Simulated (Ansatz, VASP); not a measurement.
## Si8S: VASP beside Ansatz

The input INCAR:

```
ALGO     = Normal         # electronic algorithm
DIPOL    = 0.5 0.5 0.317
EDIFF    = 1E-7           # SCF threshold, eV
ENCUT    = 520            # plane-wave cutoff, eV
GGA      = PE             # functional
IDIPOL   = 3            
ISIF     = 2              # what is computed and relaxed
ISMEAR   = 0              # smearing method
ISPIN    = 2              # spin polarisation
IVDW     = 12             # dispersion correction
LASPH    = True           # aspherical terms in the spheres
LCHARG   = True           # write CHGCAR
LDIPOL   = True         
LELF     = True           # ELF
LORBIT   = 11             # projections on sites
LREAL    = False          # projectors in reciprocal space
LVACPOTAV= True         
LVHAR    = True         
LWAVE    = False          # write WAVECAR
MAGMOM   = 0 0 0 0 0 0 0 0 2 # initial moments
NBANDS   = 33             # bands
NELM     = 150            # most SCF steps
PREC     = Accurate       # precision mode
SIGMA    = 0.05           # smearing width, eV
```

Contents of KPOINTS:

```
k-points
0
Gamma
  7 4 1
```

The input POSCAR:

```
Si8S
1.0
    3.8155170197      0.0000000000      0.0000000000
    0.0000000000      6.3129357895      0.0000000000
    0.0000000000      0.0000000000     21.2318711397
Si S
8 1
Direct
    0.0000000000      0.9369021388      0.1883960191
    0.0000000000      0.5630978612      0.1883960191
    0.5000000000      0.4369021388      0.2402729771
    0.5000000000      0.0630978612      0.2402729771
    0.5000000000      0.9332664454      0.3446595292
    0.5000000000      0.5667335546      0.3446595292
    0.0000000000      0.4266292815      0.3877129380
    0.0000000000      0.0733707185      0.3877129380
    0.5000000000      1.0932959481      0.5290099523
```

Input for Ansatz:

```yaml
crystal:
  lattice:
    - [3.8155170197, 0.0, 0.0]
    - [0.0, 6.3129357895, 0.0]
    - [0.0, 0.0, 21.2318711397]
  atoms:
    - { symbol: Si, position: [0.0, 0.9369021388, 0.1883960191] }
    - { symbol: Si, position: [0.0, 0.5630978612, 0.1883960191] }
    - { symbol: Si, position: [0.5, 0.4369021388, 0.2402729771] }
    - { symbol: Si, position: [0.5, 0.0630978612, 0.2402729771] }
    - { symbol: Si, position: [0.5, 0.9332664454, 0.3446595292] }
    - { symbol: Si, position: [0.5, 0.5667335546, 0.3446595292] }
    - { symbol: Si, position: [0.0, 0.4266292815, 0.387712938] }
    - { symbol: Si, position: [0.0, 0.0733707185, 0.387712938] }
    - { symbol: S, position: [0.5, 1.0932959481, 0.5290099523], spin: 2.0 }
basis:
  ecutwfc: 420
kpoints:
  mp_grid: { grid: [7, 4, 1] }
hamiltonian:
  xc: pbe
  pseudopotentials: { kind: paw, azcp: { folder: soft_1 } }
  dispersion: d3bj
scf:
  occupations: { method: gaussian, width: 0.05 }
output:
  forces: true
  eigenvalues: true
  populations: true
magnetization:
  spin_polarized: true
efield:
  axis: 3
  dipole_correction: true
  ramp_width: 0.04
```

Alike in both runs: task single point; functional PBE; dispersion D3(BJ); k mesh 7 × 4 × 1; occupations gaussian, width 0.05 eV; collinear spin.

```csv
,VASP,Ansatz
version,VASP 6.6.1,Ansatz 0.2.0
potentials or method,"VASP PAW PBE potentials, release 64 (Si, S), cutoff 520 eV","scalar-relativistic, plane waves, PAW"
valence electrons in the cell,38,38
```

|  | VASP | Ansatz | Ansatz less VASP |
| --- | --- | --- | --- |
| gap on the k mesh at the Fermi level (eV) | none | none | - |
| rms of the force components (eV/Å) | 0.388 | 0.390 | +0.0022 |
| net moment per atom (μB) | 0.15 | 0.16 | +0.001 |
| size of the moment on the site where the two differ most (μB) | 0.89 | 1.39 | +0.502 |
| work function, face that differs most (eV) | 6.34 | 6.36 | +0.021 |

Site moments also hang on the region over which each program counts them. Atom by atom the forces differ by 0.005 eV/Å (rms over components). A gap of «none» marks a metal or a gap that the smearing closes.
